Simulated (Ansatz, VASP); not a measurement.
One calculation of SiN, two programs

```
Si N
1.0
     3.05929    0.00000    0.00000
    -1.52964    2.64942    0.00000
     0.00000    0.00000    6.98276
Si N
2 2
Direct
  0.33333 0.66667 0.75000
  0.66667 0.33333 0.25000
  0.33333 0.66667 0.25000
  0.66667 0.33333 0.75000
```

Change from the starting cell: species swapped into the BN type (P6_3/mmc, No. 194).

Alike in both runs: functional PBE; k mesh 18 × 18 × 8; occupations gaussian, width 0.1 eV; no spin polarisation.

Ansatz relaxed the structure, and its values are those at the end. VASP's run is a single point on that final structure, the one shown.

```csv
,VASP,Ansatz
version,VASP 6.6.1,Ansatz 0.2.0
potentials or method,"VASP PAW PBE potentials, release 64 (Si, N), cutoff 520 eV","scalar-relativistic, plane waves, PAW"
valence electrons in the cell,18,18
```

```tsv
	VASP	Ansatz	Ansatz less VASP
gap on the k mesh at the Fermi level (eV)	none	none	-
pressure (GPa)	-0.2	0.0	+0.24
```

A gap of «none» marks a metal or a gap that the smearing closes. With one functional, cell and mesh, what is left measures potentials, basis and numerics.
